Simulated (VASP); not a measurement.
# Zn (P6_3/mmc) in VASP: single point with r2SCANh

Aim: the single point of Zn with r2SCANh.

Program: VASP 6.6.1. These are calculated values, not measurements. Logs are shortened: lines on timing, memory, paths and dates and some standing lists are left out, and cuts for length are marked.

## 1. The cell of the first run

The structure is hexagonal, space group P6_3/mmc (No. 194). The conventional cell has a = 2.670 Å, b = 2.670 Å, c = 4.966 Å, α = 90.00°, β = 90.00°, γ = 120.00°. Within 3.5 Å of Zn (site symmetry -6m2) lie 12 Zn at 2.67 to 2.92 Å.

## 2. Single point, r2SCANh

The input, POSCAR:

```
Zn
1.0
    2.6700000000      0.0000000000      0.0000000000
   -1.3350000000      2.3122878281      0.0000000000
    0.0000000000      0.0000000000      4.9660000000
Zn
2
Direct
    0.6666666667      0.3333333333      0.7500000000
    0.3333333333      0.6666666667      0.2500000000
```

The input, INCAR.step1:

```
SYSTEM = Zn
ALGO = Normal ; EDIFF = 1E-5
ENCUT = 520 ; GGA = PE
ISIF = 2 ; ISMEAR = -1
LASPH = .TRUE. ; LCHARG = .FALSE.
LREAL = .FALSE. ; LWAVE = .TRUE.
NBANDS = 19 ; NELM = 100
PREC = Accurate ; SIGMA = 0.05
```

The input, INCAR.step2:

```
SYSTEM = Zn
AEXX = 0.1 ; ALGO = Normal
EDIFF = 1E-6 ; ENCUT = 520
ISIF = 2 ; ISMEAR = -1
ISTART = 1 ; LASPH = .TRUE.
LCHARG = .FALSE. ; LHFCALC = .TRUE.
LMIXTAU = .TRUE. ; LREAL = .FALSE.
LWAVE = .FALSE. ; METAGGA = R2SCAN
NBANDS = 19 ; NELM = 100
PREC = Accurate ; PRECFOCK = Normal
SIGMA = 0.05
```

The input, KPOINTS:

```
k-points
0
G
  6 6 3
  0 0 0
```

Potentials or basis: VASP PAW PBE potentials, release 64 (Zn).

Command:

```console
$ cat potpaw_PBE.64/Zn/POTCAR > POTCAR
$ cp INCAR.step1 INCAR
$ mpirun -np 1 vasp_std > vasp.out
$ cp INCAR.step2 INCAR
$ mpirun -np 1 vasp_std > vasp.out
```

OUTCAR:

```text
SYSTEM = Zn
   AEXX = 0.1
   EDIFF = 1E-6
   ENCUT = 520
   ISIF = 2
   ISMEAR = -1
   ISTART = 1
   LASPH = .TRUE.
   LHFCALC = .TRUE.
   LREAL = .FALSE.
   METAGGA = R2SCAN
   NELM = 100
   PREC = Accurate
   PRECFOCK = Normal

 ion  position               nearest neighbor table
   1  0.667  0.333  0.750-   2 2.92   2 2.92   2 2.92   2 2.92   2 2.92   2 2.92
   2  0.333  0.667  0.250-   1 2.92   1 2.92   1 2.92   1 2.92   1 2.92   1 2.92

  LATTYP: Found a hexagonal cell.
 ALAT       =     2.6700000000
 C/A-ratio  =     1.8599250936

  Lattice vectors:

 A1 = (   2.6700000000,   0.0000000000,   0.0000000000)
 A2 = (  -1.3350000000,   2.3122878281,   0.0000000000)
 A3 = (   0.0000000000,   0.0000000000,   4.9660000000)

Analysis of symmetry for initial positions (statically):
=====================================================================
 Subroutine PRICEL returns:
 Original cell was already a primitive cell.

 Routine SETGRP: Setting up the symmetry group for a
 hexagonal supercell.

 Subroutine GETGRP returns: Found 24 space group operations
 (whereof 12 operations were pure point group operations)
 out of a pool of 24 trial point group operations.

The static configuration has the point symmetry D_3d.
 The point group associated with its full space group is D_6h.

Analysis of symmetry for dynamics (positions and initial velocities):
=====================================================================
 Subroutine PRICEL returns:
 Original cell was already a primitive cell.

 Routine SETGRP: Setting up the symmetry group for a
 hexagonal supercell.

 Subroutine GETGRP returns: Found 24 space group operations
 (whereof 12 operations were pure point group operations)
 out of a pool of 24 trial point group operations.

The dynamic configuration has the point symmetry D_3d.
 The point group associated with its full space group is D_6h.

 Subroutine INISYM returns: Found 24 space group operations
 (whereof 12 operations are pure point group operations),
 and found     1 'primitive' translations

----------------------------------------------------------------------------------------

                                     Primitive cell

  volume of cell :      30.6591

  direct lattice vectors                    reciprocal lattice vectors
     2.670000000  0.000000000  0.000000000     0.374531835  0.216236056  0.000000000
    -1.335000000  2.312287828  0.000000000     0.000000000  0.432472112  0.000000000
     0.000000000  0.000000000  4.966000000     0.000000000  0.000000000  0.201369311

  length of vectors
     2.670000000  2.670000000  4.966000000     0.432472112  0.432472112  0.201369311

  position of ions in fractional coordinates (direct lattice)
     0.666666667  0.333333333  0.750000000
     0.333333333  0.666666667  0.250000000

  ion indices of the primitive-cell ions
   primitive index   ion index
                 1           1
                 2           2

----------------------------------------------------------------------------------------

 KPOINTS: k-points

Automatic generation of k-mesh.
 Grid dimensions read from file:
 generate k-points for:    6    6    3

 Generating k-lattice:

  Cartesian coordinates                     Fractional coordinates (reciprocal lattice)
     0.062421973  0.036039343  0.000000000     0.166666667  0.000000000  0.000000000
     0.000000000  0.072078685  0.000000000     0.000000000  0.166666667  0.000000000
     0.000000000  0.000000000  0.067123104     0.000000000  0.000000000  0.333333333

  Length of vectors
     0.072078685  0.072078685  0.067123104

  Shift w.r.t. Gamma in fractional coordinates (k-lattice)
     0.000000000  0.000000000  0.000000000

 Subroutine IBZKPT returns following result:
 ===========================================

 Found     14 irreducible k-points:

 Following reciprocal coordinates:
            Coordinates               Weight
  0.000000  0.000000  0.000000      1.000000
  0.166667  0.000000  0.000000      6.000000
  0.333333  0.000000  0.000000      6.000000
  0.500000  0.000000  0.000000      3.000000
  0.166667  0.166667  0.000000      6.000000
  0.333333  0.166667  0.000000     12.000000
  0.333333  0.333333  0.000000      2.000000
  0.000000  0.000000  0.333333      2.000000
  0.166667  0.000000  0.333333     12.000000
  0.333333  0.000000  0.333333     12.000000
  0.500000  0.000000  0.333333      6.000000
  0.166667  0.166667  0.333333     12.000000
  0.333333  0.166667  0.333333     24.000000
  0.333333  0.333333  0.333333      4.000000
   k-points           NKPTS =     14   k-points in BZ     NKDIM =    108   number of bands    NBANDS=     19
   number of dos      NEDOS =    301   number of ions     NIONS =      2
   total plane-waves  NPLWV =  16000
   dimension x,y,z NGX =    20 NGY =   20 NGZ =   40
   dimension x,y,z NGXF=    40 NGYF=   40 NGZF=   80
   ions per type =               2
   NGX,Y,Z   is equivalent  to a cutoff of  12.45, 12.45, 13.39 a.u.
   NGXF,Y,Z  is equivalent  to a cutoff of  24.91, 24.91, 26.78 a.u.
 SYSTEM =  Zn
   PREC   = accura    normal or accurate (medium, high low for compatibility)
   ISTART =      1    job   : 0-new  1-cont  2-samecut
   ICHARG =      0    charge: 1-file 2-atom 10-const
   ISPIN  =      1    spin polarized calculation?
   LNONCOLLINEAR =      F non collinear calculations
   LSORBIT =      F    spin-orbit coupling
   LASPH  =      T    aspherical Exc in radial PAW
   ENCUT  =  520.0 eV  38.22 Ry    6.18 a.u.   4.96  4.96  9.23*2*pi/ulx,y,z
   NELM   =    100;   NELMIN=  2; NELMDL=  0     # of ELM steps
   EDIFF  = 0.1E-05   stopping-criterion for ELM
   LREAL  =      F    real-space projection
   EDIFFG = 0.1E-04   stopping-criterion for IOM
   NSW    =      0    number of steps for IOM
   IBRION =     -1    ionic relax: 0-MD 1-quasi-New 2-CG
   NFREE  =      0    steps in history (QN), initial steepest desc. (CG)
   ISIF   =      2    stress and relaxation
   ISYM   =      3    0-nonsym 1-usesym 2-fastsym
   POTIM  = 0.5000    time-step for ionic-motion
   TEBEG  =    0.0;   TEEND  =   0.0 temperature during run
   PSTRESS=    0.0 pullay stress
   NELECT =      24.0000    total number of electrons
   NUPDOWN=      -1.0000    fix difference up-down
   EMIN   =  10.00;   EMAX   =-10.00  energy-range for DOS
   EFERMI =   0.00;   METHOD = LEGACY
   ISMEAR =    -1;   SIGMA  =   0.05  broadening in eV -4-tet -1-fermi 0-gaus
   EFERMI_NEDOS =   21; number of points for ismear=-14 and -15
   IALGO  =     38    algorithm
   IMIX   =      1    mixing-type and parameters
     AMIX     =   0.40;   BMIX     =  1.00
     AMIX_MAG =   1.60;   BMIX_MAG =  1.00
  volume/ion in A,a.u.               =      15.33       103.45
  Fermi-wavevector in a.u.,A,eV,Ry     =   1.508778  2.851177 30.972445  2.276410
  Thomas-Fermi vector in A             =   2.619187
   LORBIT       =      0    0 simple, 1 ext, 2 COOP (PROOUT), +10 PAW based schemes
   METAGGA = R2SCAN    functional components
   LHFCALC =     T    Hartree Fock is set to
   PRECFOCK=normal    Normal, Fast or Accurate (Low or Medium for compatibility)
   ENCUT4O =  -1.0   cutoff for four orbital integrals eV
   NKREDX  =     1    reduce k-point grid by
   NKREDY  =     1    reduce k-point grid by
   NKREDZ  =     1    reduce k-point grid by
   AEXX    =    0.1000 exact exchange contribution
   HFSCREEN=    0.0000 screening length (either q_TF or 0.3 A-1)
   HFSCREENC=   0.0000 screening length for correlation (either q_TF or 0.3 A-1)
   ENCUTFOCK=  -1.0 apply spherical cutoff to Coloumb kernel
   IVDW    =     0    specifies the selected vdW correction
   LEPSILON=     F    determine dielectric tensor
   LRPA    =     F    only Hartree local field effects (RPA)
 non-spin polarized calculation
  energy-cutoff  :      520.00
  volume of cell :       30.66
 maximum number of plane-waves:       855
 NGX is ok and might be reduce to    20
  NGX = 16; NGY = 16; NGZ = 28

 number of electron      24.0000011 magnetization

 Free energy of the ion-electron system (eV)
  ---------------------------------------------------
  ext. energy  EPLUGINS =         0.00000000
  ---------------------------------------------------
  free energy    TOTEN  =       -16.46395188 eV

  energy without entropy =      -16.46132135  energy(sigma->0) =      -16.46263662

 E-fermi :   3.2606     XC(G=0): -11.4668

 val. band max:        3.1804735291   @ k =   0.3333   0.0000   0.0000
 cond. band min:       3.6242513582   @ k =   0.3333   0.1667   0.0000
 fundamental gap:      0.4437778291
 Fermi energy:         3.2605827107

 k-point     1 :       0.0000    0.0000    0.0000
  band No.  band energies     occupation
      1      -8.5459      2.00000
      2      -6.9536      2.00000
      3      -6.3025      2.00000
      4      -6.0865      2.00000
      5      -6.0864      2.00000
      6      -6.0371      2.00000
[... 11 lines left out ...]
     18      23.4386      0.00000
     19      23.4388      0.00000

 k-point     2 :       0.1667    0.0000    0.0000
  band No.  band energies     occupation
      1      -7.6785      2.00000
      2      -6.6784      2.00000
      3      -6.2577      2.00000
      4      -6.1369      2.00000
      5      -6.0395      2.00000
      6      -5.9230      2.00000
[... 11 lines left out ...]
     18      20.3324      0.00000
     19      21.3551      0.00000

 k-point     3 :       0.3333    0.0000    0.0000
  band No.  band energies     occupation
      1      -6.7272      2.00000
      2      -6.6360      2.00000
      3      -6.3929      2.00000
      4      -6.0316      2.00000
      5      -5.9784      2.00000
      6      -5.8740      2.00000
[... 11 lines left out ...]
     18      18.7599      0.00000
     19      20.8467      0.00000

 k-point     4 :       0.5000    0.0000    0.0000
  band No.  band energies     occupation
      1      -6.8299      2.00000
      2      -6.7152      2.00000
      3      -6.5659      2.00000
      4      -6.0854      2.00000
      5      -5.9268      2.00000
      6      -5.8950      2.00000
[... 11 lines left out ...]
     18      18.2216      0.00000
     19      19.7370      0.00000

 k-point     5 :       0.1667    0.1667    0.0000
  band No.  band energies     occupation
      1      -6.4466      2.00000
      2      -6.4051      2.00000
      3      -6.3333      2.00000
      4      -6.2454      2.00000
      5      -6.1477      2.00000
      6      -5.9963      2.00000
[... 11 lines left out ...]
     18      17.2906      0.00000
     19      18.4944      0.00000

 k-point     6 :       0.3333    0.1667    0.0000
  band No.  band energies     occupation
      1      -6.5846      2.00000
      2      -6.4737      2.00000
      3      -6.4568      2.00000
      4      -6.0820      2.00000
      5      -5.9563      2.00000
      6      -5.9411      2.00000
[... 11 lines left out ...]
     18      15.2267      0.00000
     19      16.4964      0.00000

 k-point     7 :       0.3333    0.3333    0.0000
  band No.  band energies     occupation
      1      -6.4248      2.00000
      2      -6.2268      2.00000
      3      -6.2267      2.00000
      4      -6.1517      2.00000
      5      -6.0849      2.00000
      6      -6.0849      2.00000
[... 11 lines left out ...]
     18       9.8689      0.00000
     19      12.3164      0.00000

 k-point     8 :       0.0000    0.0000    0.3333
  band No.  band energies     occupation
      1      -7.8737      2.00000
      2      -7.0155      2.00000
      3      -6.2263      2.00000
      4      -6.0883      2.00000
      5      -6.0882      2.00000
      6      -6.0616      2.00000
[... 11 lines left out ...]
     18      23.6288      0.00000
     19      23.6290      0.00000

 k-point     9 :       0.1667    0.0000    0.3333
  band No.  band energies     occupation
      1      -7.0998      2.00000
      2      -6.6499      2.00000
      3      -6.2377      2.00000
      4      -6.1815      2.00000
      5      -6.1079      2.00000
      6      -5.9375      2.00000
[... 11 lines left out ...]
     18      21.0936      0.00000
     19      21.2137      0.00000

 k-point    10 :       0.3333    0.0000    0.3333
  band No.  band energies     occupation
      1      -6.7030      2.00000
      2      -6.6467      2.00000
      3      -6.3936      2.00000
      4      -6.3274      2.00000
      5      -5.8020      2.00000
      6      -5.7896      2.00000
[... 11 lines left out ...]
     18      18.3884      0.00000
     19      18.7230      0.00000

 k-point    11 :       0.5000    0.0000    0.3333
  band No.  band energies     occupation
      1      -6.7979      2.00000
      2      -6.7905      2.00000
      3      -6.5083      2.00000
      4      -6.3928      2.00000
      5      -5.8244      2.00000
      6      -5.6609      2.00000
[... 11 lines left out ...]
     18      17.3655      0.00000
     19      18.3445      0.00000

 k-point    12 :       0.1667    0.1667    0.3333
  band No.  band energies     occupation
      1      -6.4105      2.00000
      2      -6.3895      2.00000
      3      -6.3065      2.00000
      4      -6.2394      2.00000
      5      -6.1669      2.00000
      6      -6.1424      2.00000
[... 11 lines left out ...]
     18      14.1164      0.00000
     19      22.6018      0.00000

 k-point    13 :       0.3333    0.1667    0.3333
  band No.  band energies     occupation
      1      -6.5798      2.00000
      2      -6.5274      2.00000
      3      -6.3518      2.00000
      4      -6.3415      2.00000
      5      -5.9903      2.00000
      6      -5.7684      2.00000
[... 11 lines left out ...]
     18      15.1224      0.00000
     19      18.2848      0.00000

 k-point    14 :       0.3333    0.3333    0.3333
  band No.  band energies     occupation
      1      -6.3104      2.00000
      2      -6.3072      2.00000
      3      -6.3071      2.00000
      4      -6.1630      2.00000
      5      -6.0493      2.00000
      6      -6.0493      2.00000
[... 11 lines left out ...]
     18      14.5317      0.00000
     19      15.7496      0.00000

------------------------ aborting loop because EDIFF is reached ----------------------------------------

  FORCE on cell =-STRESS in cart. coord.  units (eV):
  Direction    XX          YY          ZZ          XY          YZ          ZX
  --------------------------------------------------------------------------------------
  -------------------------------------------------------------------------------------
  Total       -1.3141792     -1.3141792      0.3694356      0.0000000      0.0000000      0.0000000
  in kB      -68.6760500    -68.6760500     19.3058736      0.0000000      0.0000000      0.0000000
  external PRESSURE =     -39.3487421 kB  Pullay stress =       0.0000000 kB

 VOLUME and BASIS-vectors are now :
 -----------------------------------------------------------------------------
  energy-cutoff  :      520.00
  volume of cell :       30.66
      direct lattice vectors                 reciprocal lattice vectors
     2.670000000  0.000000000  0.000000000     0.374531835  0.216236056  0.000000000
    -1.335000000  2.312287828  0.000000000     0.000000000  0.432472112  0.000000000
     0.000000000  0.000000000  4.966000000     0.000000000  0.000000000  0.201369311

 POSITION                                       TOTAL-FORCE (eV/Angst)
 -----------------------------------------------------------------------------------
      1.33500      0.77076      3.72450        -0.000000      0.000000     -0.000000
     -0.00000      1.54153      1.24150         0.000000     -0.000000      0.000000
 -----------------------------------------------------------------------------------
    total drift:                               -0.000000     -0.000000      0.000000

  FREE ENERGIE OF THE ION-ELECTRON SYSTEM (eV)
  ---------------------------------------------------
  free  energy   TOTEN  =       -16.4639518849 eV

  energy  without entropy=      -16.4613213531  energy(sigma->0) =      -16.46263662
```

Run time: 23 min. Hardware: 1 thread of Oxide Virtual Turin-like, shared host; peak memory 0.13 GiB.

What came out:

```
Free energy            : -16.4640 eV
Pressure               : -3.9 GPa
Band gap on the k mesh : zero (band 12 reaches 3.67 eV, above the bottom of band 13 at -0.60 eV)
```

Caveat: the k points lie up to 0.45 Å⁻¹ apart; the PAW data sets were made with another functional, which shifts forces and pressure a little.
